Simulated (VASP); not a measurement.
## Li2O: single point with PBE

Crystal: Li2O.

```xyz
3
Lattice="0.0000 2.3707 2.3707 2.3707 0.0000 2.3707 2.3707 2.3707 0.0000" Properties=species:S:1:pos:R:3 pbc="T T T"
Li    1.1854    1.1854    1.1854
Li    3.5561    3.5561    3.5561
O     0.0000    0.0000    0.0000
```

This cell differs from its parent crystal: the cell strained.

* Program: VASP 6.6.1
* Task: single point
* Functional: PBE
* Potentials or basis: VASP PAW PBE potentials, release 64 (Li_sv, O)
* Cutoff: 750 eV
* k mesh: 8 × 8 × 8
* Occupations: gaussian, width 0.05 eV
* Spin: no spin polarisation

```yaml
Pressure: -5.5 GPa
Band_gap_on_the_k_mesh: 4.71 eV
```

Levels at points of the mesh, in eV from the valence-band top:
| k point | band 2 | band 3 | band 4 | band 5 | band 6 | band 7 | band 8 | band 9 | band 10 | band 11 |
| --- | --- | --- | --- | --- | --- | --- | --- | --- | --- | --- |
| (0.00, 0.00, 0.00) | -42.89 | -15.32 | 0.00 | 0.00 | 0.00 | 4.71 | 11.49 | 11.49 | 11.49 | 18.19 |
| (0.50, 0.00, 0.00) | -43.01 | -15.11 | -2.59 | -0.40 | -0.40 | 8.71 | 9.06 | 11.63 | 11.63 | 16.94 |
| (0.50, 0.50, 0.00) | -42.97 | -15.06 | -1.54 | -1.26 | -1.26 | 4.82 | 12.82 | 12.82 | 13.72 | 14.86 |

It took 8.4 s on 1 thread of Intel(R) Xeon(R) 6975P-C (Granite Rapids) (shared host), peak memory 0.16 GiB.

Caveat: the cell differs from its parent crystal (the cell strained); the cell stands under tension. A k mesh can miss the band edges.
